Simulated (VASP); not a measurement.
A run of VASP 6.6.1:

File INCAR:

```
SYSTEM = Ir
ALGO = Fast ; EDIFF = 1E-6
ENCUT = 520 ; GGA = PE
ISIF = 2 ; ISMEAR = 0
LASPH = .TRUE. ; LCHARG = .FALSE.
LREAL = .FALSE. ; LWAVE = .FALSE.
NBANDS = 10 ; NELM = 60
PREC = Accurate ; SIGMA = 0.15
```

KPOINTS

```
k-points
0
G
  22 22 22
  0 0 0
```

File POSCAR:

```
Ir
1.0
    0.0000000000      2.0903630995      1.7912321400
    2.0903630995      0.0000000000      1.7912321400
    2.0903630995      2.0903630995      0.0000000000
Ir
1
Direct
    0.0000000000      0.0000000000      0.0000000000
```

Potentials or basis: VASP PAW PBE potentials, release 64 (Ir).

Command:

```sh
$ cat potpaw_PBE.64/Ir/POTCAR > POTCAR
$ mpirun -np 1 vasp_std > vasp.out
```

Hardware: 1 thread of Intel(R) Xeon(R) 6975P-C (Granite Rapids), on a shared host.

Estimate the wall time of this run.

Run time: 44 s on 1 thread of Intel(R) Xeon(R) 6975P-C (Granite Rapids) (shared host), peak memory 0.24 GiB. Counts: scf iterations 13, k points 834.
